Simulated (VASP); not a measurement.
Set up this calculation in VASP 6.6.1, as the native input.

- Task: relaxation of cell and atoms
- Functional: PBE
- Potentials or basis: VASP PAW PBE potentials, release 64 (Mo_sv)
- Cutoff: 500 eV
- k mesh: 12 × 12 × 12
- Occupations: methfessel-paxton, width 0.15 eV
- Spin: no spin polarisation
- Dipole correction: no
- Further INCAR settings: ALGO = Normal; EDIFF = 1e-07; IBRION = 2; EDIFFG = -0.01; NSW = 80; ISIF = 3

The structure of Mo lies in POSCAR:

```
Mo
1.0
    2.7252350213     -0.0000000151     -0.0000000261
   -0.9084116596      2.5693762236     -0.0000000261
   -0.9084116596     -1.2846880741      2.2251451033
Mo
1
Direct
    0.0000000000      0.0000000000      0.0000000000
```

One way to write it, as run:

INCAR

```
PREC = Accurate
ENCUT = 500
EDIFF = 1E-7
ISMEAR = 1
SIGMA = 0.15
LREAL = False
LASPH = True
NELM = 120
ALGO = Normal
ISIF = 3
LWAVE = False
LCHARG = False
GGA = PE
IBRION = 2
NSW = 80
EDIFFG = -0.01
GGA_COMPAT = False
NELMIN = 4
```

KPOINTS

```
Automatic mesh
0
Gamma
  12 12 12
```

Potentials or basis: VASP PAW PBE potentials, release 64 (Mo_sv).

Run with:

```bash
$ cat potpaw_PBE.64/Mo_sv/POTCAR > POTCAR
$ mpirun -np 1 vasp_std > vasp.out
```

It gave:

- Relaxed volume: 15.81 Å³/atom
- Relaxed cell: a = 2.739 Å, b = 2.739 Å, c = 2.739 Å, α = 109.47°, β = 109.47°, γ = 109.47°
- Space group after relaxing (to 0.05 Å): Im-3m (No. 229)
- Energy gained by relaxing: 2.8 meV/atom
- Ionic steps: 3
- Pressure after relaxing: -0.1 GPa
- Band gap on the k mesh: zero (band 7 reaches 16.33 eV, above the bottom of band 8 at 11.07 eV)

Wall time 56 s on 1 thread of AMD EPYC 7R13 (shared host), peak memory 0.1 GiB.
